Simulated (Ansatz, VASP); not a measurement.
# Y3Ti: VASP beside Ansatz

Contents of INCAR:

```
SYSTEM = Y3Ti
ALGO = Fast
EDIFF = 1E-6
EDIFFG = -0.01
ENCUT = 600
GGA = PE
IBRION = 2
ISIF = 3
ISMEAR = 0
LASPH = .TRUE.
LCHARG = .FALSE.
LREAL = .FALSE.
LWAVE = .FALSE.
NELM = 80
NSW = 100
PREC = Accurate
SIGMA = 0.1
```

KPOINTS

```
k-points
0
G
  10 10 10
  0 0 0
```

POSCAR

```
Y3Ti
1.0
    4.8161646010      0.0000000000      0.0000000000
    0.0000000000      4.8161646010      0.0000000000
    0.0000000000      0.0000000000      4.8161646010
Y Ti
3 1
Direct
    0.0000000000      0.5000000000      0.5000000000
    0.5000000000      0.0000000000      0.5000000000
    0.5000000000      0.5000000000      0.0000000000
    0.0000000000      0.0000000000      0.0000000000
```

Input for Ansatz:

```yaml
crystal:
  lattice:
    - [4.816164601, 0.0, 0.0]
    - [0.0, 4.816164601, 0.0]
    - [0.0, 0.0, 4.816164601]
  atoms:
    - { symbol: "Y", position: [0.0, 0.5, 0.5] }
    - { symbol: "Y", position: [0.5, 0.0, 0.5] }
    - { symbol: "Y", position: [0.5, 0.5, 0.0] }
    - { symbol: Ti, position: [0.0, 0.0, 0.0] }
basis:
  ecutwfc: 420
kpoints:
  mp_grid: { grid: [10, 10, 10] }
hamiltonian:
  xc: pbe
scf:
  occupations: { method: gaussian, width: 0.1 }
output:
  forces: true
  stress: true
  eigenvalues: true
  write_density: true
  write_potential: true
  elf: true
  volumetric_format: npy
relax:
  adjacent_minimum: "off"
  f_tol: 0.01
  max_steps: 80
  cell: { stress_tol: 0.05 }
```

Alike in both runs: task relaxation of cell and atoms; functional PBE; k mesh 10 × 10 × 10; occupations gaussian, width 0.1 eV; no spin polarisation.

|  | VASP | Ansatz |
| --- | --- | --- |
| version | VASP 6.6.1 | Ansatz 0.2.0 |
| potentials or method | VASP PAW PBE potentials, release 64 (Y_sv, Ti_sv), cutoff 600 eV | scalar-relativistic, plane waves, PAW |
| valence electrons in the cell | 45 | 45 |

|  | VASP | Ansatz | Ansatz less VASP |
| --- | --- | --- | --- |
| gap on the k mesh at the Fermi level, each at its own relaxed structure (eV) | none | none | - |
| relaxed volume (Å³/atom) | 27.93 | 27.97 | +0.038 |
| relaxed length of the cell vector where the two differ most in proportion (Å) | 4.816 | 4.818 | +0.0022 |

A gap of «none» marks a metal or a gap that the smearing closes.

Noted on VASP's run: the relaxation stopped at its first step, so nothing moved.
